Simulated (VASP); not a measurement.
A run of VASP 6.6.1 is set up as follows.

Contents of POSCAR:

```
LaBe2Au3
1.0
    2.6516670000      4.5928200000      0.0000000000
   -2.6516670000      4.5928200000      0.0000000000
    0.0000000000      0.0000000000      4.3084220000
Be La Au
2 1 3
Direct
    0.3333000000      0.3334000000      0.0000000000
    0.6666000000      0.6667000000      0.0000000000
    0.0000000000      0.0000000000      0.0000000000
    0.5000000000      0.5000000000      0.5000000000
    0.5000000000      0.0000000000      0.5000000000
    0.0000000000      0.5000000000      0.5000000000
```

Contents of INCAR.step1:

```
SYSTEM = LaBe2Au3
ALGO = Normal
EDIFF = 1E-4
ENCUT = 520
GGA = PE
ISMEAR = -1
LASPH = .True.
LCHARG = .False.
LREAL = .False.
LWAVE = .True.
NBANDS = 33
NELM = 100
PREC = Accurate
SIGMA = 0.1
```

Contents of INCAR.step2:

```
SYSTEM = LaBe2Au3
ALGO = Normal
EDIFF = 1E-6
ENCUT = 520
ISIF = 2
ISMEAR = -1
ISTART = 1
LASPH = .True.
LCHARG = .False.
LMIXTAU = .True.
LREAL = .False.
LWAVE = .False.
METAGGA = R2SCAN
NBANDS = 33
NELM = 100
PREC = Accurate
SIGMA = 0.1
```

KPOINTS

```
k-points
0
Gamma
  7 7 8
  0 0 0
```

Potentials or basis: VASP PAW PBE potentials, release 64 (Be, La, Au).

Run with:

```sh
$ cat potpaw_PBE.64/Be/POTCAR potpaw_PBE.64/La/POTCAR potpaw_PBE.64/Au/POTCAR > POTCAR
$ cp INCAR.step1 INCAR
$ mpirun -np 1 vasp_std > vasp.out
$ cp INCAR.step2 INCAR
$ mpirun -np 1 vasp_std > vasp.out
```

Task: What does it give for the band gap on the k mesh?

Result: Zero (bands 24 and 25 overlap by 1.72 eV).

Task: What does it give for the pressure?

Result: 3.0 GPa.

Stress tensor (GPa, compression positive):
```
  9.67   0.00   0.00
  0.00   9.66   0.00
  0.00   0.00 -10.32
```

Caveat: the stress differs along the axes, from -10 to 10 GPa; the PAW data sets were made with another functional, which shifts forces and pressure a little; spin-orbit coupling is left out, which moves the levels of the heavy elements.
